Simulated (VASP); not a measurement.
# Ge (R-3) in VASP: relaxation of cell and atoms with PBE

Aim: the relaxation of cell and atoms of Ge with PBE.

Everything below comes from runs of VASP 6.6.1. Logs are shortened: lines on timing, memory, paths and dates and some standing lists are left out, and cuts for length are marked.

### 1 The cell of the first run

The structure is trigonal, space group R-3 (No. 148). The conventional cell has a = 10.025 Å, b = 10.025 Å, c = 5.966 Å, α = 90.00°, β = 90.00°, γ = 120.00°. Within 3.5 Å of Ge (site symmetry 3) lie 5 Ge at 2.53 to 3.41 Å. Ge (site symmetry 1) has 4 Ge at 2.50 to 2.54 Å within 3.3 Å.

### 2 Relaxation of cell and atoms, PBE

Contents of INCAR:

```
SYSTEM = Ge
  ALGO = Normal
  EDIFF = 1E-6
  EDIFFG = -0.005
  ENCUT = 600
  GGA = PE
  IBRION = 2
  ISIF = 3
  ISMEAR = 0
  LASPH = .True.
  LCHARG = .False.
  LREAL = .False.
  LWAVE = .False.
  NELM = 80
  NSW = 100
  PREC = Accurate
  SIGMA = 0.1
```

Contents of KPOINTS:

```
k-points
0
Gamma
  6 6 6
  0 0 0
```

Contents of POSCAR:

```
Ge
1.0
    5.0124018495      2.8939115571      1.9886385167
   -5.0124018495      2.8939115571      1.9886385167
    0.0000000000     -5.7878231142      1.9886385167
Ge
8
Direct
    0.7144810000      0.7144810000      0.7144810000
    0.2855190000      0.2855190000      0.2855190000
    0.0269300000      0.7217670000      0.5300530000
    0.5300530000      0.0269300000      0.7217670000
    0.7217670000      0.5300530000      0.0269300000
    0.9730700000      0.2782330000      0.4699470000
    0.4699470000      0.9730700000      0.2782330000
    0.2782330000      0.4699470000      0.9730700000
```

Potentials or basis: VASP PAW PBE potentials, release 64 (Ge_d).

Started as:

```sh
cat potpaw_PBE.64/Ge_d/POTCAR > POTCAR
mpirun -np 1 vasp_std > vasp.out
```

OUTCAR:

```text
SYSTEM = Ge
   EDIFF = 1E-6
   EDIFFG = -0.005
   ENCUT = 600
   GGA = PE
   IBRION = 2
   ISIF = 3
   ISMEAR = 0
   LASPH = .True.
   LREAL = .False.
   NELM = 80
   NSW = 100
   PREC = Accurate

 ion  position               nearest neighbor table
   1  0.714  0.714  0.714-   4 2.53   3 2.53   5 2.53   2 2.56
   2  0.286  0.286  0.286-   7 2.53   6 2.53   8 2.53   1 2.56
   3  0.027  0.722  0.530-   6 2.50   1 2.53   4 2.54   5 2.54
   4  0.530  0.027  0.722-   7 2.50   1 2.53   5 2.54   3 2.54
   5  0.722  0.530  0.027-   8 2.50   1 2.53   4 2.54   3 2.54
   6  0.973  0.278  0.470-   3 2.50   2 2.53   7 2.54   8 2.54
   7  0.470  0.973  0.278-   4 2.50   2 2.53   8 2.54   6 2.54
   8  0.278  0.470  0.973-   5 2.50   2 2.53   7 2.54   6 2.54

  LATTYP: Found a trigonal (rhomboedric) cell.
 ALAT       =     6.1199329695
 COS(alpha) =    -0.3416166146

  Lattice vectors:

 A1 = (   5.0124018495,   2.8939115571,   1.9886385167)
 A2 = (  -5.0124018495,   2.8939115571,   1.9886385167)
 A3 = (   0.0000000000,  -5.7878231142,   1.9886385167)

Analysis of symmetry for initial positions (statically):
=====================================================================
 Subroutine PRICEL returns:
 Original cell was already a primitive cell.

 Routine SETGRP: Setting up the symmetry group for a
 trigonal (rhombohedral) supercell.

 Subroutine GETGRP returns: Found  6 space group operations
 (whereof  6 operations were pure point group operations)
 out of a pool of 12 trial point group operations.

The static configuration has the point symmetry S_6 .

Analysis of symmetry for dynamics (positions and initial velocities):
=====================================================================
 Subroutine PRICEL returns:
 Original cell was already a primitive cell.

 Routine SETGRP: Setting up the symmetry group for a
 trigonal (rhombohedral) supercell.

 Subroutine GETGRP returns: Found  6 space group operations
 (whereof  6 operations were pure point group operations)
 out of a pool of 12 trial point group operations.

The dynamic configuration has the point symmetry S_6 .

 Subroutine INISYM returns: Found  6 space group operations
 (whereof  6 operations are pure point group operations),
 and found     1 'primitive' translations

----------------------------------------------------------------------------------------
[... 127 lines left out ...]
  Fermi-wavevector in a.u.,A,eV,Ry     =   1.416016  2.675882 27.281051  2.005101
  Thomas-Fermi vector in A             =   2.537394
   LORBIT       =      0    0 simple, 1 ext, 2 COOP (PROOUT), +10 PAW based schemes
   GGA     = PE    functional components
   LHFCALC =     F    Hartree Fock is set to
   AEXX    =    0.0000 exact exchange contribution
   IVDW    =     0    specifies the selected vdW correction
   LEPSILON=     F    determine dielectric tensor
   LRPA    =     F    only Hartree local field effects (RPA)
 conjugate gradient relaxation of ions
 non-spin polarized calculation
 Gauss-broadening in eV      SIGMA  =   0.10
  energy-cutoff  :      600.00
  volume of cell :      173.08
 maximum number of plane-waves:      5793
 NGX is ok and might be reduce to    50
   NGX = 25   NGY = 25   NGZ = 25

--------------------------------------- Ionic step        1  -------------------------------------------

 number of electron     112.0000001 magnetization

 Free energy of the ion-electron system (eV)
  ---------------------------------------------------
  ext. energy  EPLUGINS =         0.00000000
  ---------------------------------------------------
  free energy    TOTEN  =       -34.98201673 eV

  energy without entropy =      -34.97596134  energy(sigma->0) =      -34.97898903

------------------------ aborting loop because EDIFF is reached ----------------------------------------

  FORCE on cell =-STRESS in cart. coord.  units (eV):
  Direction    XX          YY          ZZ          XY          YZ          ZX
  --------------------------------------------------------------------------------------
  -------------------------------------------------------------------------------------
  Total       -0.0619222     -0.0619222      0.0421002     -0.0000004      0.0000000      0.0000000
  in kB       -0.5732169     -0.5732169      0.3897230     -0.0000033      0.0000000      0.0000000
  external PRESSURE =      -0.2522369 kB  Pullay stress =       0.0000000 kB
[... 107 lines left out ...]
  FREE ENERGIE OF THE ION-ELECTRON SYSTEM (eV)
  ---------------------------------------------------
  free  energy   TOTEN  =       -34.9831494801 eV

  energy  without entropy=      -34.9768223429  energy(sigma->0) =      -34.97998591

[... ionic steps 4 to 18 ...]

--------------------------------------- Ionic step       19  -------------------------------------------

 number of electron     112.0000004 magnetization

------------------------ aborting loop because EDIFF is reached ----------------------------------------
[... 79 lines left out ...]
--------------------------------------- Ionic step       21  -------------------------------------------

 number of electron     112.0000004 magnetization

 Free energy of the ion-electron system (eV)
  ---------------------------------------------------
  ext. energy  EPLUGINS =         0.00000000
  ---------------------------------------------------
  free energy    TOTEN  =       -34.98323938 eV

  energy without entropy =      -34.97696781  energy(sigma->0) =      -34.98010359

 E-fermi :   5.2326     XC(G=0): -10.3697

 val. band max:        5.1752078546   @ k =  -0.3333   0.5000   0.3333
 cond. band min:       5.2527623946   @ k =   0.5000   0.3333   0.3333
 fundamental gap:      0.0775545400
 Fermi energy:         5.2325848620

 k-point     1 :       0.0000    0.0000    0.0000
  band No.  band energies     occupation
      1     -19.4912      2.00000
      2     -19.4912      2.00000
      3     -19.4868      2.00000
      4     -19.4756      2.00000
      5     -19.4756      2.00000
      6     -19.4592      2.00000
[... 1669 lines left out ...]
     66      10.6153      0.00000
     67      11.1737      0.00000

 [... further k-points ...]

------------------------ aborting loop because EDIFF is reached ----------------------------------------

  FORCE on cell =-STRESS in cart. coord.  units (eV):
  Direction    XX          YY          ZZ          XY          YZ          ZX
  --------------------------------------------------------------------------------------
  -------------------------------------------------------------------------------------
  Total       -0.0182647     -0.0182647     -0.0352350     -0.0000002      0.0000000      0.0000000
  in kB       -0.1693481     -0.1693481     -0.3266947     -0.0000017      0.0000000      0.0000000
  external PRESSURE =      -0.2217969 kB  Pullay stress =       0.0000000 kB
[... 23 lines left out ...]
  FREE ENERGIE OF THE ION-ELECTRON SYSTEM (eV)
  ---------------------------------------------------
  free  energy   TOTEN  =       -34.9832393799 eV

  energy  without entropy=      -34.9769678086  energy(sigma->0) =      -34.98010359

 reached required accuracy - stopping structural energy minimisation
```

OSZICAR:

```text
N       E                     dE             d eps       ncg     rms          rms(c)
DAV:   1     0.144045803779E+04    0.14405E+04   -0.54551E+04  6336   0.509E+03
DAV:   2     0.258572957159E+03   -0.11819E+04   -0.11457E+04  5360   0.120E+03
DAV:   3    -0.564647269682E+01   -0.26422E+03   -0.25434E+03  5406   0.286E+02
DAV:   4    -0.339409395491E+02   -0.28294E+02   -0.27183E+02  6207   0.959E+01
[... 139 lines left out ...]
DAV:   3    -0.349832402906E+02    0.11996E-05   -0.25825E-06  3058   0.286E-02    0.107E-03
DAV:   4    -0.349832401984E+02    0.92223E-07   -0.99913E-07  2830   0.273E-02
  20 F= -.34983240E+02 E0= -.34980104E+02  d E =-.277939E-05
       N       E                     dE             d eps       ncg     rms          rms(c)
DAV:   1    -0.349832397047E+02    0.58593E-06   -0.46092E-05  6208   0.388E-02    0.329E-03
DAV:   2    -0.349832393799E+02    0.32479E-06   -0.11482E-06  2722   0.113E-02
  21 F= -.34983239E+02 E0= -.34980104E+02  d E =-.196089E-05
```

CONTCAR:

```text
Ge
   1.00000000000000
     5.0052860812219935    2.8898033325100729    1.9911030513449228
    -5.0052861385016856    2.8898032332987365    1.9911030513449228
     0.0000000572796920   -5.7796065658088089    1.9911030513449228
  Ge
     8
Direct
     0.7142807609951141    0.7142807609951141    0.7142807609951141
     0.2857192390048858    0.2857192390048858    0.2857192390048858
     0.0270775044328911    0.7228193042317523    0.5300146473281693
     0.5300146473281693    0.0270775044328911    0.7228193042317523
     0.7228193042317523    0.5300146473281693    0.0270775044328911
     0.9729224955671089    0.2771806957682478    0.4699853526718311
     0.4699853526718311    0.9729224955671089    0.2771806957682478
     0.2771806957682478    0.4699853526718311    0.9729224955671089

  0.00000000E+00  0.00000000E+00  0.00000000E+00
  0.00000000E+00  0.00000000E+00  0.00000000E+00
  0.00000000E+00  0.00000000E+00  0.00000000E+00
  0.00000000E+00  0.00000000E+00  0.00000000E+00
  0.00000000E+00  0.00000000E+00  0.00000000E+00
  0.00000000E+00  0.00000000E+00  0.00000000E+00
  0.00000000E+00  0.00000000E+00  0.00000000E+00
  0.00000000E+00  0.00000000E+00  0.00000000E+00
```

It took 2.1 h on 1 thread of Intel Xeon Platinum 8259CL at 2.50GHz (Skylake/Cascade Lake), shared host; peak memory 0.6 GiB.

Results:

- Free energy: -34.9832 eV
- Relaxed volume: 21.60 Å³/atom
- Relaxed cell: a = 6.113 Å, b = 6.113 Å, c = 6.113 Å, α = 109.93°, β = 109.93°, γ = 109.93°
- Space group after relaxing (to 0.1 Å): R-3 (No. 148)
- Energy gained by relaxing: 0.2 meV/atom
- Ionic steps: 21
- Pressure after relaxing: 0.0 GPa
- Largest force after relaxing: 0.005 eV/Å
- Band gap on the k mesh: zero (bands 56 and 57 overlap by 0.51 eV)

Forces in eV/Å, atoms in the order of the input:
```
Ge   0.000  0.000 -0.002
Ge   0.000  0.000  0.002
Ge  -0.003  0.003  0.000
Ge  -0.001 -0.004  0.000
Ge   0.005  0.001  0.000
Ge   0.003 -0.003  0.000
Ge   0.001  0.004  0.000
Ge  -0.005 -0.001  0.000
```

The path:
```tsv
step	energy change (eV)	largest force (eV/Å)	pressure (GPa)	volume (Å³)
1	0.0000	0.0582	-0.03	173.08
2	-0.0008	0.0292	-0.05	172.99
3	-0.0011	0.0165	-0.04	172.86
4	-0.0012	0.0131	-0.14	172.89
5	-0.0009	0.0054	0.23	172.28
6	-0.0012	0.0130	0.11	172.68
7	-0.0012	0.0137	0.06	172.76
8	-0.0012	0.0135	0.00	172.81
9	-0.0012	0.0113	0.04	172.80
10	-0.0012	0.0133	-0.07	172.81
11	-0.0012	0.0112	0.01	172.81
12	-0.0012	0.0100	-0.03	172.81
13	-0.0012	0.0089	0.00	172.81
14	-0.0012	0.0076	-0.01	172.80
15	-0.0012	0.0090	-0.01	172.81
16	-0.0012	0.0065	-0.01	172.81
17	-0.0012	0.0123	-0.01	172.81
18	-0.0012	0.0043	0.14	172.79
19	-0.0012	0.0054	0.06	172.79
20	-0.0012	0.0038	-0.05	172.80
21	-0.0012	0.0047	-0.02	172.80
```

Final structure:
```xyz
8
Lattice="5.0053 2.8898 1.9911 -5.0053 2.8898 1.9911 0.0000 -5.7796 1.9911" Properties=species:S:1:pos:R:3 pbc="T T T"
Ge    0.0000    0.0000    4.2666
Ge    0.0000    0.0000    1.7067
Ge   -3.4824   -0.8962    2.5484
Ge    2.5173   -2.5677    2.5484
Ge    0.9650    3.4639    2.5484
Ge    3.4824    0.8962    3.4249
Ge   -2.5173    2.5677    3.4249
Ge   -0.9650   -3.4639    3.4249
```

Levels at points of the mesh, in eV from the Fermi level:
```tsv
k point	band 53	band 54	band 55	band 56	band 57	band 58	band 59	band 60
(0.00, 0.00, 0.00)	-3.37	-1.14	-1.14	-0.65	1.43	1.78	1.78	4.17
(0.50, 0.00, 0.00)	-1.47	-1.33	-1.10	-0.75	-0.12	1.43	1.46	1.70
(0.50, 0.50, 0.00)	-2.04	-1.53	-1.40	-0.95	0.63	0.77	1.56	1.69
(0.50, 0.50, 0.50)	-2.46	-2.05	0.39	0.39	1.00	1.24	2.64	2.64
```

Caveat: semilocal functionals underestimate gaps, and a narrow one can read as zero.

The gap in the log of VASP goes by the Fermi energy; the results here count the filled bands.